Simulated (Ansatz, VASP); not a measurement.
## CO2 in VASP and in Ansatz

```
C O
1.0
     5.07423    0.00000    0.00000
     0.00000    5.08966    0.00000
     0.00000    0.00000    2.13548
C O
2 4
Direct
  0.50000 0.50000 0.50000
  0.00000 0.00000 0.00000
  0.36111 0.36267 0.00000
  0.86111 0.13733 0.50000
  0.13889 0.86267 0.50000
  0.63889 0.63733 0.00000
```

Alike in both runs: functional r2SCAN; k mesh 6 × 6 × 8; occupations gaussian, width 0.1 eV; no spin polarisation.

Ansatz relaxed the structure, and its values are those at the end. VASP's run is a single point on that final structure, the one shown.

|  | VASP | Ansatz |
| --- | --- | --- |
| version | VASP 6.6.1 | Ansatz 0.2.0 |
| potentials or method | VASP PAW PBE potentials, release 64 (C, O), cutoff 660 eV | scalar-relativistic, plane waves, PAW |
| valence electrons in the cell | 32 | 32 |

VASP gave:

| Quantity | Value |
| --- | --- |
| gap on the k mesh at the Fermi level (eV) | 0.95 |
| least direct gap on the mesh (eV) | 1.40 |
| pressure (GPa) | 0.9 |
| rms of the force components (eV/Å) | 0.090 |

Which values does Ansatz return?

gap on the k mesh at the Fermi level (eV): 0.96; least direct gap on the mesh (eV): 1.42; pressure (GPa): -0.1; rms of the force components (eV/Å): 0.001.

VASP's potentials were made for PBE, not for r2SCAN. With one functional, cell and mesh, what is left measures potentials, basis and numerics.
